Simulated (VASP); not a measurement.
Crystal: Si2Mo (pbesol).

```
CELL_PARAMETERS angstrom
-1.60000 1.60000 3.93050
1.60000 -1.60000 3.93050
1.60000 1.60000 -3.93050
ATOMIC_POSITIONS crystal
Si 0.33300 0.33300 0.00000
Si 0.66700 0.66700 0.00000
Mo 0.00000 0.00000 0.00000
```

```yaml
Program: VASP 6.6.1
Task: relaxation of cell and atoms
Functional: PBEsol
Potentials_or_basis: VASP PAW PBE potentials, release 64 (Si, Mo_sv)
Cutoff: 600 eV
k_mesh: 18 × 18 × 18
Occupations: gaussian, width 0.1 eV
Spin: no spin polarisation
```

At the start: pressure -2.4 GPa; volume 13.42 Å³/atom.

Q: How do energy, volume and symmetry change on relaxing?

A: Over 7 steps the energy falls by 2.9 meV/atom and the volume is 13.29 Å³/atom (-1.0 %); space group I4/mmm (No. 139, to 0.05 Å).

The path:
| step | energy change (eV) | largest force (eV/Å) | pressure (GPa) | volume (Å³) |
| --- | --- | --- | --- | --- |
| 1 | 0.0000 | 0.3273 | -2.41 | 40.25 |
| 2 | 0.0028 | 0.0430 | 4.62 | 39.08 |
| 3 | -0.0068 | 0.1676 | 0.69 | 39.71 |
| 4 | -0.0086 | 0.0034 | 0.00 | 39.86 |
| 5 | -0.0086 | 0.0001 | 0.01 | 39.86 |
| 6 | -0.0086 | 0.0009 | -0.02 | 39.86 |
| 7 | -0.0086 | 0.0006 | -0.01 | 39.86 |

Final structure:
```yaml
crystal:
  lattice:
    - [-1.59601, 1.59601, 3.91221]
    - [1.59601, -1.59601, 3.91221]
    - [1.59601, 1.59601, -3.91221]
  atoms:
    - { symbol: Si, position: [0.33505, 0.33505, 0.00000] }
    - { symbol: Si, position: [0.66495, 0.66495, 0.00000] }
    - { symbol: Mo, position: [0.00000, 0.00000, 0.00000] }
```

Caveat: the PAW data sets were made with another functional, which shifts forces and pressure a little.
